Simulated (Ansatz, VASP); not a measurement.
## MgZnS in VASP and in Ansatz

Contents of INCAR:

```
SYSTEM = MgZnS
PREC = Accurate
ENCUT = 600
EDIFF = 1E-7
ISMEAR = 0
SIGMA = 0.1
LREAL = .False.
LASPH = .True.
NELM = 120
ALGO = Normal
ISIF = 3
LWAVE = .False.
LCHARG = .False.
GGA = PE
IBRION = 2
NSW = 80
EDIFFG = -0.001
GGA_COMPAT = .False.
NELMIN = 4
```

The input KPOINTS:

```
Automatic mesh
0
Gamma
  8 8 4
  0 0 0
```

The input POSCAR:

```
MgZnS
1.0
    3.6419124339      0.0000000000      0.0000000000
    0.0000000000      3.6419124339      0.0000000000
    0.0000000000      0.0000000000      8.1594203713
Mg Zn S
2 2 2
Direct
    0.5000000000      0.0000000000      0.8284927710
    0.0000000000      0.5000000000      0.1715072290
    0.0000000000      0.5000000000      0.5359909422
    0.5000000000      0.0000000000      0.4640090578
    0.0000000000      0.5000000000      0.8410113420
    0.5000000000      0.0000000000      0.1589886580
```

Input for Ansatz:

```yaml
crystal:
  lattice:
    - [3.6419124537, 0.0, 0.0]
    - [0.0, 3.6419124537, 0.0]
    - [0.0, 0.0, 8.1594203475]
  atoms:
    - { symbol: Mg, position: [0.5, 0.0, 0.8284927647] }
    - { symbol: Mg, position: [0.0, 0.5, 0.1715072353] }
    - { symbol: Zn, position: [0.0, 0.5, 0.5359909247] }
    - { symbol: Zn, position: [0.5, 0.0, 0.4640090753] }
    - { symbol: S, position: [0.0, 0.5, 0.8410113626] }
    - { symbol: S, position: [0.5, 0.0, 0.1589886374] }
basis:
  ecutwfc: 420
kpoints:
  mp_grid: { grid: [8, 8, 4] }
hamiltonian:
  xc: pbe
scf:
  occupations: { method: gaussian, width: 0.1 }
output:
  forces: true
  stress: true
  eigenvalues: true
relax:
  adjacent_minimum: "off"
  f_tol: 0.001
  max_steps: 60
  cell: { stress_tol: 0.01 }
```

Alike in both runs: task relaxation of cell and atoms; functional PBE; k mesh 8 × 8 × 4; occupations gaussian, width 0.1 eV; no spin polarisation.

|  | VASP | Ansatz |
| --- | --- | --- |
| version | VASP 6.6.1 | Ansatz 0.2.0 |
| potentials or method | VASP PAW PBE potentials, release 64 (Mg, Zn, S), cutoff 600 eV | scalar-relativistic, plane waves, PAW |
| valence electrons in the cell | 40 | 56 |

Ansatz gave:

* gap on the k mesh at the Fermi level, each at its own relaxed structure (eV): none
* relaxed volume (Å³/atom): 18.03
* relaxed length of the cell vector where the two differ most in proportion (Å): 3.641

Which values does VASP return?

gap on the k mesh at the Fermi level, each at its own relaxed structure (eV): none; relaxed volume (Å³/atom): 18.01; relaxed length of the cell vector where the two differ most in proportion (Å): 3.639.

A gap of «none» marks a metal or a gap that the smearing closes. VASP's potentials hold 40 valence electrons a cell and Ansatz's 56, so a difference there can come from the potentials and not from the codes.
